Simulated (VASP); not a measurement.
A run of VASP 6.6.1:

The input INCAR:

```
PREC = Accurate
ENCUT = 520
EDIFF = 1E-6
ISMEAR = 0
SIGMA = 0.15
LREAL = False
LASPH = True
NELM = 60
ALGO = Fast
ISIF = 2
LWAVE = False
LCHARG = True
LELF = True
LVHAR = True
NBANDS = 13
```

Contents of KPOINTS:

```
regular mesh
0
Gamma
  20 20 20
```

Contents of POSCAR:

```
W
1.0
   -1.5613607500      1.5973000000      1.5613607500
    1.6332392500     -1.5973000000      1.6332392500
    1.5613607500      1.5973000000     -1.5613607500
W
1
Direct
    0.0000000000      0.0000000000      0.0000000000
```

Potentials or basis: VASP PAW LDA potentials, release 64 (W_sv).

Command:

```sh
$ cat potpaw_LDA.64/W_sv/POTCAR > POTCAR
$ mpirun -np 1 vasp_std > vasp.out
```

Hardware: 1 thread of Intel Xeon 8259CL, on a shared host.

Task: Estimate the wall time of this run.

Result: It took 4.9 min on 1 thread of Intel Xeon 8259CL, with other jobs on the host, peak memory 0.32 GiB. Counts: scf iterations 13, k points 1166.
